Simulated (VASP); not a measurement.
# Cd (P6_3/mmc) in VASP: a series of runs

The runs below take Cd through single point, with PBE.

Everything below comes from runs of VASP 6.6.1. Logs are shortened: lines on timing, memory, paths and dates and some standing lists are left out, and cuts for length are marked.

## Step 1: The cell of the first run

The structure is hexagonal, space group P6_3/mmc (No. 194). Conventional cell: a = 2.711 Å, b = 2.711 Å, c = 4.373 Å, α = 90.00°, β = 90.00°, γ = 120.00°. Cd (site symmetry -6m2) has 12 Cd at 2.69 to 2.71 Å within 3.5 Å.

## Step 2: Single point, PBE

INCAR

```
SYSTEM = Cd
PREC = Accurate ; ENCUT = 520
EDIFF = 1E-6 ; ISMEAR = -1
SIGMA = 0.05 ; LREAL = .FALSE.
LASPH = .TRUE. ; NELM = 80
ALGO = Normal ; ISIF = 2
LWAVE = .FALSE. ; LCHARG = .FALSE.
GGA = PE ; NBANDS = 19
```

KPOINTS

```
regular mesh
0
G
  16 16 9
  0 0 0
```

POSCAR

```
Cd
1.0
    2.7114028858      0.0000000000      0.0000000000
   -1.3557014429      2.3481437790      0.0000000000
    0.0000000000      0.0000000000      4.3726936225
Cd
2
Direct
    0.3333333333      0.6666666667      0.2500000000
    0.6666666667      0.3333333333      0.7500000000
```

Potentials or basis: VASP PAW PBE potentials, release 64 (Cd).

Command:

```sh
> cat potpaw_PBE.64/Cd/POTCAR > POTCAR
> mpirun -np 1 vasp_std > vasp.out
```

OUTCAR:

```text
SYSTEM = Cd
   PREC = Accurate
   ENCUT = 520
   EDIFF = 1E-6
   ISMEAR = -1
   LREAL = .FALSE.
   LASPH = .TRUE.
   NELM = 80
   ISIF = 2
   GGA = PE

 ion  position               nearest neighbor table
   1  0.333  0.667  0.250-   2 2.69   2 2.69   2 2.69   2 2.69   2 2.69   2 2.69
   2  0.667  0.333  0.750-   1 2.69   1 2.69   1 2.69   1 2.69   1 2.69   1 2.69

  LATTYP: Found a hexagonal cell.
 ALAT       =     2.7114028858
 C/A-ratio  =     1.6127052329

  Lattice vectors:

 A1 = (   2.7114028858,   0.0000000000,   0.0000000000)
 A2 = (  -1.3557014429,   2.3481437790,   0.0000000000)
 A3 = (   0.0000000000,   0.0000000000,   4.3726936225)

Analysis of symmetry for initial positions (statically):
=====================================================================
 Subroutine PRICEL returns:
 Original cell was already a primitive cell.

 Routine SETGRP: Setting up the symmetry group for a
 hexagonal supercell.

 Subroutine GETGRP returns: Found 24 space group operations
 (whereof 12 operations were pure point group operations)
 out of a pool of 24 trial point group operations.

The static configuration has the point symmetry D_3d.
 The point group associated with its full space group is D_6h.

Analysis of symmetry for dynamics (positions and initial velocities):
=====================================================================
 Subroutine PRICEL returns:
 Original cell was already a primitive cell.

 Routine SETGRP: Setting up the symmetry group for a
 hexagonal supercell.

 Subroutine GETGRP returns: Found 24 space group operations
 (whereof 12 operations were pure point group operations)
 out of a pool of 24 trial point group operations.

The dynamic configuration has the point symmetry D_3d.
 The point group associated with its full space group is D_6h.

 Subroutine INISYM returns: Found 24 space group operations
 (whereof 12 operations are pure point group operations),
 and found     1 'primitive' translations

----------------------------------------------------------------------------------------

                                     Primitive cell

  volume of cell :      27.8399

  direct lattice vectors                    reciprocal lattice vectors
     2.711402886  0.000000000  0.000000000     0.368812767  0.212934150  0.000000000
    -1.355701443  2.348143779  0.000000000     0.000000000  0.425868300  0.000000000
     0.000000000  0.000000000  4.372693622     0.000000000  0.000000000  0.228691989

  length of vectors
     2.711402886  2.711402886  4.372693622     0.425868300  0.425868300  0.228691989

  position of ions in fractional coordinates (direct lattice)
     0.333333333  0.666666667  0.250000000
     0.666666667  0.333333333  0.750000000

  ion indices of the primitive-cell ions
   primitive index   ion index
                 1           1
                 2           2

----------------------------------------------------------------------------------------

 KPOINTS: regular mesh

Automatic generation of k-mesh.
 Grid dimensions read from file:
 generate k-points for:   16   16    9

 Generating k-lattice:

  Cartesian coordinates                     Fractional coordinates (reciprocal lattice)
     0.023050798  0.013308384  0.000000000     0.062500000  0.000000000  0.000000000
     0.000000000  0.026616769  0.000000000     0.000000000  0.062500000  0.000000000
     0.000000000  0.000000000  0.025410221     0.000000000  0.000000000  0.111111111

  Length of vectors
     0.026616769  0.026616769  0.025410221

  Shift w.r.t. Gamma in fractional coordinates (k-lattice)
     0.000000000  0.000000000  0.000000000

 Subroutine IBZKPT returns following result:
 ===========================================

 Found    150 irreducible k-points:

 Following reciprocal coordinates:
            Coordinates               Weight
  0.000000  0.000000  0.000000      1.000000
  0.062500  0.000000  0.000000      6.000000
  0.125000  0.000000  0.000000      6.000000
  0.187500  0.000000  0.000000      6.000000
  0.250000  0.000000  0.000000      6.000000
  0.312500 -0.000000  0.000000      6.000000
[... 16 lines left out ...]
  0.187500  0.187500  0.000000      6.000000
  0.250000  0.187500  0.000000     12.000000
 [... further k-points ...]
   k-points           NKPTS =    150   k-points in BZ     NKDIM =    150   number of bands    NBANDS=     19
   number of dos      NEDOS =    301   number of ions     NIONS =      2
   total plane-waves  NPLWV =  14400
   dimension x,y,z NGX =    20 NGY =   20 NGZ =   36
   dimension x,y,z NGXF=    40 NGYF=   40 NGZF=   72
   ions per type =               2
   NGX,Y,Z   is equivalent  to a cutoff of  12.26, 12.26, 13.69 a.u.
   NGXF,Y,Z  is equivalent  to a cutoff of  24.53, 24.53, 27.37 a.u.
 SYSTEM =  Cd
   PREC   = accura    normal or accurate (medium, high low for compatibility)
   ISTART =      0    job   : 0-new  1-cont  2-samecut
   ICHARG =      2    charge: 1-file 2-atom 10-const
   ISPIN  =      1    spin polarized calculation?
   LNONCOLLINEAR =      F non collinear calculations
   LSORBIT =      F    spin-orbit coupling
   LASPH  =      T    aspherical Exc in radial PAW
   ENCUT  =  520.0 eV  38.22 Ry    6.18 a.u.   5.04  5.04  8.13*2*pi/ulx,y,z
   NELM   =     80;   NELMIN=  2; NELMDL= -5     # of ELM steps
   EDIFF  = 0.1E-05   stopping-criterion for ELM
   LREAL  =      F    real-space projection
   EDIFFG = 0.1E-04   stopping-criterion for IOM
   NSW    =      0    number of steps for IOM
   IBRION =     -1    ionic relax: 0-MD 1-quasi-New 2-CG
   NFREE  =      0    steps in history (QN), initial steepest desc. (CG)
   ISIF   =      2    stress and relaxation
   ISYM   =      2    0-nonsym 1-usesym 2-fastsym
   POTIM  = 0.5000    time-step for ionic-motion
   TEBEG  =    0.0;   TEEND  =   0.0 temperature during run
   PSTRESS=    0.0 pullay stress
   NELECT =      24.0000    total number of electrons
   NUPDOWN=      -1.0000    fix difference up-down
   EMIN   =  10.00;   EMAX   =-10.00  energy-range for DOS
   EFERMI =   0.00;   METHOD = LEGACY
   ISMEAR =    -1;   SIGMA  =   0.05  broadening in eV -4-tet -1-fermi 0-gaus
   EFERMI_NEDOS =   21; number of points for ismear=-14 and -15
   IALGO  =     38    algorithm
   IMIX   =      4    mixing-type and parameters
     AMIX     =   0.40;   BMIX     =  1.00
     AMIX_MAG =   1.60;   BMIX_MAG =  1.00
  volume/ion in A,a.u.               =      13.92        93.94
  Fermi-wavevector in a.u.,A,eV,Ry     =   1.558078  2.944341 33.029617  2.427608
  Thomas-Fermi vector in A             =   2.661635
   LORBIT       =      0    0 simple, 1 ext, 2 COOP (PROOUT), +10 PAW based schemes
   GGA     = PE    functional components
   LHFCALC =     F    Hartree Fock is set to
   AEXX    =    0.0000 exact exchange contribution
   IVDW    =     0    specifies the selected vdW correction
   LEPSILON=     F    determine dielectric tensor
   LRPA    =     F    only Hartree local field effects (RPA)
 non-spin polarized calculation
  energy-cutoff  :      520.00
  volume of cell :       27.84
 maximum number of plane-waves:       768
   NGX = 11   NGY = 11   NGZ = 17

 number of electron      23.9999989 magnetization

 Free energy of the ion-electron system (eV)
  ---------------------------------------------------
  ext. energy  EPLUGINS =         0.00000000
  ---------------------------------------------------
  free energy    TOTEN  =         1.30794707 eV

  energy without entropy =        1.30919927  energy(sigma->0) =        1.30857317

 E-fermi :   7.7948     XC(G=0): -13.5905

 val. band max:        7.7627749246   @ k =   0.3125   0.1875   0.0000
 cond. band min:       7.8703319190   @ k =   0.2500   0.0000   0.0000
 fundamental gap:      0.1075569944
 Fermi energy:         7.7947971639

 k-point     1 :       0.0000    0.0000    0.0000
  band No.  band energies     occupation
      1      -5.8289      2.00000
      2      -5.4691      2.00000
      3      -3.9125      2.00000
      4      -3.8528      2.00000
      5      -3.8528      2.00000
      6      -3.5842      2.00000
[... 11 lines left out ...]
     18      24.3840      0.00000
     19      26.3859      0.00000

 k-point     2 :       0.0625    0.0000    0.0000
  band No.  band energies     occupation
      1      -5.7064      2.00000
      2      -5.4065      2.00000
      3      -4.0175      2.00000
      4      -3.7885      2.00000
      5      -3.7481      2.00000
      6      -3.6022      2.00000
[... 11 lines left out ...]
     18      24.9189      0.00000
     19      27.2350      0.00000

 k-point     3 :       0.1250    0.0000    0.0000
  band No.  band energies     occupation
      1      -5.3701      2.00000
      2      -5.2441      2.00000
      3      -4.1486      2.00000
      4      -3.6835      2.00000
      5      -3.6019      2.00000
      6      -3.5314      2.00000
[... 11 lines left out ...]
     18      25.1146      0.00000
     19      25.5276      0.00000

 k-point     4 :       0.1875    0.0000    0.0000
  band No.  band energies     occupation
      1      -5.1165      2.00000
      2      -4.9309      2.00000
      3      -4.1824      2.00000
      4      -3.8224      2.00000
      5      -3.6944      2.00000
      6      -3.5391      2.00000
[... 11 lines left out ...]
     18      24.5873      0.00000
     19      25.2175      0.00000

 k-point     5 :       0.2500    0.0000    0.0000
  band No.  band energies     occupation
      1      -5.1302      2.00000
      2      -4.7489      2.00000
      3      -4.2290      2.00000
      4      -3.9319      2.00000
      5      -3.6847      2.00000
      6      -3.5770      2.00000
[... 11 lines left out ...]
     18      23.2781      0.00000
     19      23.9291      0.00000
[... 334 lines left out ...]
      2      -5.1046      2.00000
      3      -4.7635      2.00000
      4      -4.0254      2.00000
      5      -3.5042      2.00000
      6      -3.3197      2.00000
[... 11 lines left out ...]
     18      20.4828      0.00000
     19      21.8031      0.00000

 k-point    22 :       0.4375    0.1250    0.0000
  band No.  band energies     occupation
      1      -5.3440      2.00000
      2      -5.1626      2.00000
      3      -4.7862      2.00000
      4      -4.0319      2.00000
      5      -3.5419      2.00000
      6      -3.2640      2.00000
[... 11 lines left out ...]
     18      20.3587      0.00000
     19      21.6299      0.00000

 k-point    23 :       0.1875    0.1875    0.0000
  band No.  band energies     occupation
      1      -4.7559      2.00000
      2      -4.7170      2.00000
      3      -4.6079      2.00000
      4      -3.9637      2.00000
      5      -3.8663      2.00000
      6      -3.5600      2.00000
[... 11 lines left out ...]
     18      21.3344      0.00000
     19      21.3774      0.00000

 k-point    24 :       0.2500    0.1875    0.0000
  band No.  band energies     occupation
      1      -4.8738      2.00000
      2      -4.8669      2.00000
      3      -4.6377      2.00000
      4      -4.0268      2.00000
      5      -3.6898      2.00000
      6      -3.3996      2.00000
[... 11 lines left out ...]
     18      19.6990      0.00000
     19      20.5795      0.00000

 [... further k-points ...]

------------------------ aborting loop because EDIFF is reached ----------------------------------------

  FORCE on cell =-STRESS in cart. coord.  units (eV):
  Direction    XX          YY          ZZ          XY          YZ          ZX
  --------------------------------------------------------------------------------------
  -------------------------------------------------------------------------------------
  Total       15.0894011     15.0894011     15.0933160      0.0000000     -0.0000000      0.0000000
  in kB      868.3899660    868.3899660    868.6152644      0.0000000     -0.0000000      0.0000000
  external PRESSURE =     868.4650655 kB  Pullay stress =       0.0000000 kB

 VOLUME and BASIS-vectors are now :
 -----------------------------------------------------------------------------
  energy-cutoff  :      520.00
  volume of cell :       27.84
      direct lattice vectors                 reciprocal lattice vectors
     2.711402886  0.000000000  0.000000000     0.368812767  0.212934150  0.000000000
    -1.355701443  2.348143779  0.000000000     0.000000000  0.425868300  0.000000000
     0.000000000  0.000000000  4.372693622     0.000000000  0.000000000  0.228691989

 POSITION                                       TOTAL-FORCE (eV/Angst)
 -----------------------------------------------------------------------------------
     -0.00000      1.56543      1.09317        -0.000000      0.000000      0.000000
      1.35570      0.78271      3.27952         0.000000      0.000000      0.000000
 -----------------------------------------------------------------------------------
    total drift:                               -0.000000      0.000000      0.000000

  FREE ENERGIE OF THE ION-ELECTRON SYSTEM (eV)
  ---------------------------------------------------
  free  energy   TOTEN  =         1.3079470695 eV

  energy  without entropy=        1.3091992708  energy(sigma->0) =        1.30857317
```

Wall time 32 s (1 thread of AMD EPYC 9R14 (Zen 4), shared host); peak memory 0.16 GiB.

What came out:

- Free energy: 1.3079 eV
- Pressure: 86.8 GPa
- Band gap on the k mesh: zero (band 12 reaches 9.21 eV, above the bottom of band 13 at 7.12 eV)

## Step 3: Single point, PBE

INCAR

```
PREC = Accurate ; ENCUT = 520
EDIFF = 1E-7 ; ISMEAR = -1
SIGMA = 0.05 ; LREAL = False
LASPH = True ; NELM = 80
ALGO = Normal ; ISIF = 2
LWAVE = False ; LCHARG = False
GGA = PE ; NBANDS = 19
```

KPOINTS

```
regular mesh
0
Gamma
  16 16 9
```

POSCAR

```
Cd
1.0
    2.7112897096      0.0000000000      0.0000000000
   -1.3556448548      2.3480457655      0.0000000000
    0.0000000000      0.0000000000      4.3725045615
Cd
2
Direct
    0.3333333333      0.6666666667      0.2500000000
    0.6666666667      0.3333333333      0.7500000000
```

Potentials or basis: VASP PAW PBE potentials, release 64 (Cd).

Command:

```sh
> cat potpaw_PBE.64/Cd/POTCAR > POTCAR
> mpirun -np 1 vasp_std > vasp.out
```

OUTCAR:

```text
PREC = Accurate
   ENCUT = 520
   EDIFF = 1E-7
   ISMEAR = -1
   LREAL = False
   LASPH = True
   NELM = 80
   ISIF = 2
   GGA = PE

 ion  position               nearest neighbor table
   1  0.333  0.667  0.250-   2 2.69   2 2.69   2 2.69   2 2.69   2 2.69   2 2.69
   2  0.667  0.333  0.750-   1 2.69   1 2.69   1 2.69   1 2.69   1 2.69   1 2.69

  LATTYP: Found a hexagonal cell.
 ALAT       =     2.7112897096
 C/A-ratio  =     1.6127028204

  Lattice vectors:

 A1 = (   2.7112897096,   0.0000000000,   0.0000000000)
 A2 = (  -1.3556448548,   2.3480457655,   0.0000000000)
 A3 = (   0.0000000000,   0.0000000000,   4.3725045615)

Analysis of symmetry for initial positions (statically):
=====================================================================
 Subroutine PRICEL returns:
 Original cell was already a primitive cell.

 Routine SETGRP: Setting up the symmetry group for a
 hexagonal supercell.

 Subroutine GETGRP returns: Found 24 space group operations
 (whereof 12 operations were pure point group operations)
 out of a pool of 24 trial point group operations.

The static configuration has the point symmetry D_3d.
 The point group associated with its full space group is D_6h.

Analysis of symmetry for dynamics (positions and initial velocities):
=====================================================================
 Subroutine PRICEL returns:
 Original cell was already a primitive cell.

 Routine SETGRP: Setting up the symmetry group for a
 hexagonal supercell.

 Subroutine GETGRP returns: Found 24 space group operations
 (whereof 12 operations were pure point group operations)
 out of a pool of 24 trial point group operations.

The dynamic configuration has the point symmetry D_3d.
 The point group associated with its full space group is D_6h.

 Subroutine INISYM returns: Found 24 space group operations
 (whereof 12 operations are pure point group operations),
 and found     1 'primitive' translations

[... 110 lines left out ...]
   EFERMI_NEDOS =   21; number of points for ismear=-14 and -15
   IALGO  =     38    algorithm
   IMIX   =      4    mixing-type and parameters
     AMIX     =   0.40;   BMIX     =  1.00
     AMIX_MAG =   1.60;   BMIX_MAG =  1.00
  volume/ion in A,a.u.               =      13.92        93.92
  Fermi-wavevector in a.u.,A,eV,Ry     =   1.558144  2.944466 33.032408  2.427813
  Thomas-Fermi vector in A             =   2.661692
   LORBIT       =      0    0 simple, 1 ext, 2 COOP (PROOUT), +10 PAW based schemes
   GGA     = PE    functional components
   LHFCALC =     F    Hartree Fock is set to
   AEXX    =    0.0000 exact exchange contribution
   IVDW    =     0    specifies the selected vdW correction
   LEPSILON=     F    determine dielectric tensor
   LRPA    =     F    only Hartree local field effects (RPA)
 non-spin polarized calculation
  energy-cutoff  :      520.00
  volume of cell :       27.84
 maximum number of plane-waves:       768
   NGX = 11   NGY = 11   NGZ = 17

 number of electron      23.9999989 magnetization

 Free energy of the ion-electron system (eV)
  ---------------------------------------------------
  ext. energy  EPLUGINS =         0.00000000
  ---------------------------------------------------
  free energy    TOTEN  =         1.30985961 eV

  energy without entropy =        1.31111152  energy(sigma->0) =        1.31048556

 E-fermi :   7.7966     XC(G=0): -13.5913

 val. band max:        7.7644806103   @ k =   0.3125   0.1875   0.0000
 cond. band min:       7.8723077407   @ k =   0.2500   0.0000   0.0000
 fundamental gap:      0.1078271304
 Fermi energy:         7.7966084745

 k-point     1 :       0.0000    0.0000    0.0000
  band No.  band energies     occupation
      1      -5.8288      2.00000
      2      -5.4687      2.00000
      3      -3.9116      2.00000
      4      -3.8520      2.00000
      5      -3.8520      2.00000
      6      -3.5832      2.00000
[... 505 lines left out ...]
      6      -3.3987      2.00000
[... 11 lines left out ...]
     18      19.7014      0.00000
     19      20.5824      0.00000

 [... further k-points ...]

------------------------ aborting loop because EDIFF is reached ----------------------------------------

  FORCE on cell =-STRESS in cart. coord.  units (eV):
  Direction    XX          YY          ZZ          XY          YZ          ZX
  --------------------------------------------------------------------------------------
  -------------------------------------------------------------------------------------
  Total       15.0943678     15.0943678     15.0982530      0.0000000     -0.0000000     -0.0000000
  in kB      868.7858817    868.7858817    869.0095049      0.0000000     -0.0000000     -0.0000000
  external PRESSURE =     868.8604228 kB  Pullay stress =       0.0000000 kB

 VOLUME and BASIS-vectors are now :
 -----------------------------------------------------------------------------
  energy-cutoff  :      520.00
  volume of cell :       27.84
      direct lattice vectors                 reciprocal lattice vectors
     2.711289710  0.000000000  0.000000000     0.368828162  0.212943039  0.000000000
    -1.355644855  2.348045766  0.000000000     0.000000000  0.425886077  0.000000000
     0.000000000  0.000000000  4.372504562     0.000000000  0.000000000  0.228701877

 POSITION                                       TOTAL-FORCE (eV/Angst)
 -----------------------------------------------------------------------------------
     -0.00000      1.56536      1.09313        -0.000000      0.000000      0.000000
      1.35564      0.78268      3.27938         0.000000      0.000000      0.000000
 -----------------------------------------------------------------------------------
    total drift:                                0.000000     -0.000000      0.000000

  FREE ENERGIE OF THE ION-ELECTRON SYSTEM (eV)
  ---------------------------------------------------
  free  energy   TOTEN  =         1.3098596051 eV

  energy  without entropy=        1.3111115195  energy(sigma->0) =        1.31048556
```

stdout:

```text
POSCAR found type information on POSCAR Cd
 POSCAR found :  1 types and       2 ions
 scaLAPACK will be used
 LDA part: xc-table for (Slater+PW92), standard interpolation
 POSCAR, INCAR and KPOINTS ok, starting setup
 FFT: planning ... GRIDC
 FFT: planning ... GRID_SOFT
 FFT: planning ... GRID
 WAVECAR not read
 entering main loop
```

Wall time 35 s (1 thread of AMD EPYC 9R14 (Zen 4), shared host); peak memory 0.15 GiB.

What came out:

| Property | Result |
| --- | --- |
| Free energy | 1.3099 eV |
| Pressure | 86.9 GPa |
| Band gap on the k mesh | zero (band 12 reaches 9.22 eV, above the bottom of band 13 at 7.12 eV) |

Levels at points of the mesh, in eV from the Fermi level:
| k point | band 10 | band 11 | band 12 | band 13 | band 14 | band 15 |
| --- | --- | --- | --- | --- | --- | --- |
| (0.00, 0.00, 0.00) | -9.87 | -9.87 | -5.11 | -0.62 | 13.72 | 16.40 |
| (0.50, 0.00, 0.00) | -9.60 | -4.96 | -3.34 | 3.42 | 3.42 | 6.44 |
